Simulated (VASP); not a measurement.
**Zr8C: single point with PBE**

Zr8C, a slab with vacuum:

```
Zr C
1.0
     6.46558    0.00000    0.00000
     0.00000    5.16912    0.00000
     0.00000    0.00000   18.97709
Zr C
8 1
Cartesian
  0.0000 3.8768 4.0000
  3.2328 3.8768 4.0000
  1.6164 1.2923 4.9332
  4.8492 1.2923 4.9332
  1.6164 3.8768 6.5985
  4.8492 3.8768 6.5985
  0.0000 1.2923 7.4771
  3.2328 1.2923 7.4771
  1.2123 1.2923 8.9120
```

- Program: VASP 6.6.1
- Task: single point
- Functional: PBE
- Potentials or basis: VASP PAW PBE potentials, release 64 (Zr_sv, C)
- Cutoff: 520 eV
- k mesh: 4 × 5 × 1
- Occupations: gaussian, width 0.1 eV
- Spin: no spin polarisation
- Dipole correction: yes
- Further INCAR settings: ALGO = Normal; EDIFF = 1e-06; NBANDS = 60

| Property | Result |
| --- | --- |
| Largest force | 3.067 eV/Å |
| Band gap on the k mesh | zero (bands 50 and 51 overlap by 0.41 eV) |

Forces on the atoms (eV/Å):
```
Zr   0.016  0.000  0.209
Zr  -0.071  0.000  0.337
Zr   0.182  0.000 -0.799
Zr   0.176  0.000 -0.411
Zr   0.155  0.000  0.601
Zr  -0.222  0.000 -0.652
Zr  -1.098  0.000 -0.976
Zr  -2.204  0.000  1.626
C    3.066  0.000  0.065
```

Levels at points of the mesh, in eV from the Fermi level:
```tsv
k point	band 46	band 47	band 48	band 49	band 50	band 51	band 52	band 53	band 54	band 55
(0.00, 0.00, 0.00)	-0.88	-0.52	-0.28	-0.18	0.33	0.39	0.51	0.67	0.67	0.74
(0.50, 0.00, 0.00)	-0.81	-0.66	-0.41	-0.26	-0.18	-0.08	0.05	0.27	0.29	0.41
```

It took 18 min on 1 thread of Intel(R) Xeon(R) 6975P-C (Granite Rapids), on a shared host, peak memory 0.69 GiB.
